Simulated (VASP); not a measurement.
# ScAl7N8 (a cell with a defect) in VASP: single point with PBEsol

Aim: the single point of ScAl7N8 (a cell with a defect) with PBEsol.

All numbers are computed with VASP 6.6.1; they aren't measurements. Logs are shortened: lines on timing, memory, paths and dates and some standing lists are left out, and cuts for length are marked.

**1. The cell of the first run**

The cell holds a defect, 16 atoms: a = 8.755 Å, b = 4.378 Å, c = 4.378 Å, α = 90.00°, β = 90.00°, γ = 90.00°.

**2. Single point, PBEsol**

Input file INCAR:

```
SYSTEM = ScAl7N8
  PREC = Accurate
  ENCUT = 520
  EDIFF = 1E-6
  ISMEAR = -1
  SIGMA = 0.05
  LREAL = Auto
  LASPH = .TRUE.
  NELM = 60
  ALGO = Normal
  ISIF = 2
  LWAVE = .FALSE.
  LCHARG = .FALSE.
  GGA = PS
  NBANDS = 50
  NELECT = 69.0
```

Input file KPOINTS:

```
Automatic mesh
0
Gamma
  2 2 2
  0.5 0.5 0.5
```

Input file POSCAR:

```
ScAl7N8
1.0
    8.7554440000      0.0000000000      0.0000000000
    0.0000000000      4.3777220000      0.0000000000
    0.0000000000      0.0000000000      4.3777220000
Al N Sc
7 8 1
Direct
    0.9932690000      0.0258660000      0.9908870000
    0.4964490000      0.0027170000      0.0049870000
    0.2563140000      0.5073900000      0.9966880000
    0.7474010000      0.5236270000      0.9731020000
    0.2515250000      0.9778550000      0.5143410000
    0.7346960000      0.0106880000      0.5048140000
    0.9904910000      0.4996880000      0.4835830000
    0.1209580000      0.2818220000      0.2554850000
    0.6165830000      0.2422250000      0.2694140000
    0.3804710000      0.7744130000      0.2638320000
    0.8736880000      0.7707820000      0.2296070000
    0.3846490000      0.2160450000      0.7387290000
    0.8638980000      0.2458990000      0.7676690000
    0.1204420000      0.7518570000      0.7607030000
    0.6042410000      0.7319990000      0.7241050000
    0.4916510000      0.4761700000      0.4923380000
```

Potentials or basis: VASP PAW PBE potentials, release 64 (Al, N, Sc_sv).

The run is started by

```
$ cat potpaw_PBE.64/Al/POTCAR potpaw_PBE.64/N/POTCAR potpaw_PBE.64/Sc_sv/POTCAR > POTCAR
$ mpirun -np 1 vasp_std > vasp.out
```

OUTCAR:

```text
SYSTEM = ScAl7N8
   PREC = Accurate
   ENCUT = 520
   EDIFF = 1E-6
   ISMEAR = -1
   LREAL = Auto
   LASPH = .TRUE.
   NELM = 60
   ISIF = 2
   GGA = PS
   NELECT = 69.0

 ion  position               nearest neighbor table
   1  0.993  0.026  0.991-  13 1.78  11 1.85  14 1.92   8 1.96   7 2.99   7 3.04   4 3.06   4 3.08
                             5 3.08   6 3.11   3 3.12   7 3.16   6 3.19   7 3.20   5 3.23   3 3.23
   2  0.496  0.003  0.005-  12 1.79  10 1.82   9 1.88  15 1.95  16 2.97   3 3.02   6 3.02   6 3.02
                             5 3.04   4 3.04   3 3.05  16 3.06   5 3.10  16 3.14   4 3.17  16 3.22
   3  0.256  0.507  0.997-  14 1.90   8 1.91  10 1.98  12 2.04   5 2.95  16 3.00   2 3.02  16 3.02
                             2 3.05   5 3.06   1 3.12   5 3.14   7 3.16   1 3.23   7 3.23   5 3.24
   4  0.747  0.524  0.973-  13 1.82  15 1.90  11 1.91   9 2.12   6 2.96   7 3.02   2 3.04   6 3.04
                             1 3.06   1 3.08  16 3.08   7 3.09   6 3.16   2 3.17  16 3.20   6 3.24
   5  0.252  0.978  0.514-  10 1.81  12 1.85  14 1.86   8 2.09   3 2.95  16 3.03   2 3.04  16 3.04
                             3 3.06   1 3.08   2 3.10   7 3.10   3 3.14   1 3.23   7 3.23   3 3.24
   6  0.735  0.011  0.505-   9 1.78  13 1.91  15 1.93  11 2.01  16 2.95   4 2.96   2 3.02   2 3.02
                             4 3.04   7 3.10   1 3.11   4 3.16  16 3.16   7 3.17   1 3.19   4 3.24
   7  0.990  0.500  0.484-   8 1.79  11 1.92  14 2.00  13 2.00   1 2.99   4 3.02   1 3.04   4 3.09
                             6 3.10   5 3.10   1 3.16   3 3.16   6 3.17   1 3.20   5 3.23   3 3.23
   8  0.121  0.282  0.255-   7 1.79   3 1.91   1 1.96   5 2.09
   9  0.617  0.242  0.269-   6 1.78  16 1.79   2 1.88   4 2.12
  10  0.380  0.774  0.264-   5 1.81   2 1.82  16 1.91   3 1.98
  11  0.874  0.771  0.230-   1 1.85   4 1.91   7 1.92   6 2.01
  12  0.385  0.216  0.739-   2 1.79  16 1.83   5 1.85   3 2.04
  13  0.864  0.246  0.768-   1 1.78   4 1.82   6 1.91   7 2.00
  14  0.120  0.752  0.761-   5 1.86   3 1.90   1 1.92   7 2.00
  15  0.604  0.732  0.724-  16 1.80   4 1.90   6 1.93   2 1.95
  16  0.492  0.476  0.492-   9 1.79  15 1.80  12 1.83  10 1.91   6 2.95   2 2.97   3 3.00   3 3.02
                             5 3.03   5 3.04   2 3.06   4 3.08   2 3.14   6 3.16   4 3.20   2 3.22

  LATTYP: Found a simple tetragonal cell.
 ALAT       =     4.3777220000
 C/A-ratio  =     2.0000000000

  Lattice vectors:

 A1 = (   0.0000000000,   4.3777220000,   0.0000000000)
 A2 = (   0.0000000000,   0.0000000000,   4.3777220000)
 A3 = (   8.7554440000,   0.0000000000,   0.0000000000)

Analysis of symmetry for initial positions (statically):
=====================================================================
 Subroutine PRICEL returns:
 Original cell was already a primitive cell.

 Routine SETGRP: Setting up the symmetry group for a
 simple tetragonal supercell.

 Subroutine GETGRP returns: Found  1 space group operations
 (whereof  1 operations were pure point group operations)
 out of a pool of 16 trial point group operations.

The static configuration has the point symmetry C_1 .

Analysis of symmetry for dynamics (positions and initial velocities):
=====================================================================
 Subroutine PRICEL returns:
 Original cell was already a primitive cell.

 Routine SETGRP: Setting up the symmetry group for a
 simple tetragonal supercell.

 Subroutine GETGRP returns: Found  1 space group operations
 (whereof  1 operations were pure point group operations)
 out of a pool of 16 trial point group operations.

The dynamic configuration has the point symmetry C_1 .

 Subroutine INISYM returns: Found  1 space group operations
 (whereof  1 operations are pure point group operations),
 and found     1 'primitive' translations

----------------------------------------------------------------------------------------

                                     Primitive cell

  volume of cell :     167.7933

  direct lattice vectors                    reciprocal lattice vectors
     8.755444000  0.000000000  0.000000000     0.114214653  0.000000000  0.000000000
     0.000000000  4.377722000  0.000000000     0.000000000  0.228429306  0.000000000
     0.000000000  0.000000000  4.377722000     0.000000000  0.000000000  0.228429306

  length of vectors
     8.755444000  4.377722000  4.377722000     0.114214653  0.228429306  0.228429306

  position of ions in fractional coordinates (direct lattice)
     0.993269000  0.025866000  0.990887000
     0.496449000  0.002717000  0.004987000
     0.256314000  0.507390000  0.996688000
     0.747401000  0.523627000  0.973102000
     0.251525000  0.977855000  0.514341000
     0.734696000  0.010688000  0.504814000
[... 8 lines left out ...]
     0.604241000  0.731999000  0.724105000
     0.491651000  0.476170000  0.492338000

  ion indices of the primitive-cell ions
   primitive index   ion index
                 1           1
                 2           2
                 3           3
                 4           4
                 5           5
                 6           6
[... 8 lines left out ...]
                15          15
                16          16

----------------------------------------------------------------------------------------

 KPOINTS: Automatic mesh

Automatic generation of k-mesh.
 Grid dimensions read from file:
 generate k-points for:    2    2    2

 Generating k-lattice:

  Cartesian coordinates                     Fractional coordinates (reciprocal lattice)
     0.057107327  0.000000000  0.000000000     0.500000000  0.000000000  0.000000000
     0.000000000  0.114214653  0.000000000     0.000000000  0.500000000  0.000000000
     0.000000000  0.000000000  0.114214653     0.000000000  0.000000000  0.500000000

  Length of vectors
     0.057107327  0.114214653  0.114214653

  Shift w.r.t. Gamma in fractional coordinates (k-lattice)
     0.500000000  0.500000000  0.500000000

 Subroutine IBZKPT returns following result:
 ===========================================

 Found      4 irreducible k-points:

 Following reciprocal coordinates:
            Coordinates               Weight
  0.250000  0.250000  0.250000      2.000000
  0.250000 -0.250000  0.250000      2.000000
  0.250000 -0.250000 -0.250000      2.000000
  0.250000  0.250000 -0.250000      2.000000
   k-points           NKPTS =      4   k-points in BZ     NKDIM =      4   number of bands    NBANDS=     50
   number of dos      NEDOS =    301   number of ions     NIONS =     16
   total plane-waves  NPLWV =  90720
   dimension x,y,z NGX =    70 NGY =   36 NGZ =   36
   dimension x,y,z NGXF=   140 NGYF=   72 NGZF=   72
   ions per type =               7   8   1
   NGX,Y,Z   is equivalent  to a cutoff of  13.29, 13.67, 13.67 a.u.
   NGXF,Y,Z  is equivalent  to a cutoff of  26.58, 27.34, 27.34 a.u.
 SYSTEM =  ScAl7N8
   PREC   = accura    normal or accurate (medium, high low for compatibility)
   ISTART =      0    job   : 0-new  1-cont  2-samecut
   ICHARG =      2    charge: 1-file 2-atom 10-const
   ISPIN  =      1    spin polarized calculation?
   LNONCOLLINEAR =      F non collinear calculations
   LSORBIT =      F    spin-orbit coupling
   LASPH  =      T    aspherical Exc in radial PAW
   ENCUT  =  520.0 eV  38.22 Ry    6.18 a.u.  16.28  8.14  8.14*2*pi/ulx,y,z
   NELM   =     60;   NELMIN=  2; NELMDL= -5     # of ELM steps
   EDIFF  = 0.1E-05   stopping-criterion for ELM
   LREAL  =      T    real-space projection
   EDIFFG = 0.1E-04   stopping-criterion for IOM
   NSW    =      0    number of steps for IOM
   IBRION =     -1    ionic relax: 0-MD 1-quasi-New 2-CG
   NFREE  =      0    steps in history (QN), initial steepest desc. (CG)
   ISIF   =      2    stress and relaxation
   ISYM   =      2    0-nonsym 1-usesym 2-fastsym
   POTIM  = 0.5000    time-step for ionic-motion
   TEBEG  =    0.0;   TEEND  =   0.0 temperature during run
   PSTRESS=    0.0 pullay stress
   NELECT =      69.0000    total number of electrons
   NUPDOWN=      -1.0000    fix difference up-down
   EMIN   =  10.00;   EMAX   =-10.00  energy-range for DOS
   EFERMI =   0.00;   METHOD = LEGACY
   ISMEAR =    -1;   SIGMA  =   0.05  broadening in eV -4-tet -1-fermi 0-gaus
   EFERMI_NEDOS =   21; number of points for ismear=-14 and -15
   IALGO  =     38    algorithm
   IMIX   =      4    mixing-type and parameters
     AMIX     =   0.40;   BMIX     =  1.00
     AMIX_MAG =   1.60;   BMIX_MAG =  1.00
  volume/ion in A,a.u.               =      10.49        70.77
  Fermi-wavevector in a.u.,A,eV,Ry     =   1.217399  2.300551 20.164662  1.482061
  Thomas-Fermi vector in A             =   2.352721
   LORBIT       =      0    0 simple, 1 ext, 2 COOP (PROOUT), +10 PAW based schemes
   GGA     = PS    functional components
   LHFCALC =     F    Hartree Fock is set to
   AEXX    =    0.0000 exact exchange contribution
   IVDW    =     0    specifies the selected vdW correction
   LEPSILON=     F    determine dielectric tensor
   LRPA    =     F    only Hartree local field effects (RPA)
 non-spin polarized calculation
  energy-cutoff  :      520.00
  volume of cell :      167.79
 maximum number of plane-waves:      4501
 NGX is ok and might be reduce to    70
   NGX = 33   NGY = 17   NGZ = 17

 number of electron      69.0000006 magnetization

 Free energy of the ion-electron system (eV)
  ---------------------------------------------------
  ext. energy  EPLUGINS =         0.00000000
  ---------------------------------------------------
  free energy    TOTEN  =      -139.41006870 eV

  energy without entropy =     -139.29198672  energy(sigma->0) =     -139.35102771

 E-fermi :   5.1696     XC(G=0): -11.0207

 val. band max:        5.1571105693   @ k =   0.2500  -0.2500  -0.2500
 cond. band min:       5.1715594959   @ k =   0.2500  -0.2500   0.2500
 fundamental gap:      0.0144489266
 Fermi energy:         5.1696389586

 k-point     1 :       0.2500    0.2500    0.2500
  band No.  band energies     occupation
      1     -39.3617      2.00000
      2     -18.8299      2.00000
      3     -18.7118      2.00000
      4     -18.5961      2.00000
      5      -8.5634      2.00000
      6      -8.0353      2.00000
[... 38 lines left out ...]
     45      12.7770      0.00000
     46      13.2162      0.00000
[... 105 lines left out ...]
      5      -8.5540      2.00000
      6      -8.0205      2.00000
[... 38 lines left out ...]
     45      12.7322      0.00000
     46      13.3064      0.00000
 [bands above 46 left out]

------------------------ aborting loop because EDIFF is reached ----------------------------------------

  FORCE on cell =-STRESS in cart. coord.  units (eV):
  Direction    XX          YY          ZZ          XY          YZ          ZX
  --------------------------------------------------------------------------------------
  -------------------------------------------------------------------------------------
  Total      -12.1823911    -12.0214536    -13.6003205     -3.1372599     -1.2142084     -0.6266252
  in kB     -116.3238021   -114.7870866   -129.8629284    -29.9561879    -11.5938928     -5.9833433
  external PRESSURE =    -120.3246057 kB  Pullay stress =       0.0000000 kB

 VOLUME and BASIS-vectors are now :
 -----------------------------------------------------------------------------
  energy-cutoff  :      520.00
  volume of cell :      167.79
      direct lattice vectors                 reciprocal lattice vectors
     8.755444000  0.000000000  0.000000000     0.114214653  0.000000000  0.000000000
     0.000000000  4.377722000  0.000000000     0.000000000  0.228429306  0.000000000
     0.000000000  0.000000000  4.377722000     0.000000000  0.000000000  0.228429306

 POSITION                                       TOTAL-FORCE (eV/Angst)
 -----------------------------------------------------------------------------------
      8.69651      0.11323      4.33783         1.509943     -0.869197      0.911108
      4.34663      0.01189      0.02183         1.517767     -1.026729     -0.141047
      2.24414      2.22121      4.36322        -0.193516     -0.386916      0.124590
      6.54383      2.29229      4.25997        -0.977607     -0.022180      1.393558
      2.20221      4.28078      2.25164        -1.245464      1.406250     -0.662531
      6.43259      0.04679      2.20994         1.523337     -1.505437      0.488479
[... 8 lines left out ...]
      5.29040      3.20449      3.16993         3.961245      3.979940      4.189684
      4.30462      2.08454      2.15532        -2.117911      1.433357     -1.296263
 -----------------------------------------------------------------------------------
    total drift:                                0.004357      0.000446      0.000900

  FREE ENERGIE OF THE ION-ELECTRON SYSTEM (eV)
  ---------------------------------------------------
  free  energy   TOTEN  =      -139.4100687035 eV

  energy  without entropy=     -139.2919867192  energy(sigma->0) =     -139.35102771
```

It took 62 s on 1 thread of Intel Xeon 6975P-C (Granite Rapids), shared host; peak memory 0.28 GiB.

What came out:

- Free energy: -139.4101 eV
- Largest force: 7.006 eV/Å

Forces on the atoms (eV/Å):
```
Al   1.510 -0.869  0.911
Al   1.518 -1.027 -0.141
Al  -0.194 -0.387  0.125
Al  -0.978 -0.022  1.394
Al  -1.245  1.406 -0.663
Al   1.523 -1.505  0.488
Al  -0.699  1.108  1.543
N    1.271 -1.807 -0.767
N    3.612 -1.987 -5.323
N   -2.577  0.470 -2.927
N   -0.881 -0.526  1.039
N   -4.301 -0.814  3.740
N   -0.106  0.874 -2.135
N   -0.297 -0.327 -0.178
N    3.961  3.980  4.190
Sc  -2.118  1.433 -1.296
```

Levels at points of the mesh, in eV from the Fermi level:
```tsv
k point	band 32	band 33	band 34	band 35	band 36	band 37
(0.25, 0.25, 0.25)	-0.45	-0.22	-0.06	0.02	0.17	5.30
```

Caveat: the k points lie up to 0.72 Å⁻¹ apart; the cell carries a net charge on a neutralising background, which shifts energy and pressure; the cell is charged against a uniform background, so pressure and absolute levels hang on convention; the PAW data sets were made with another functional, which shifts forces and pressure a little.
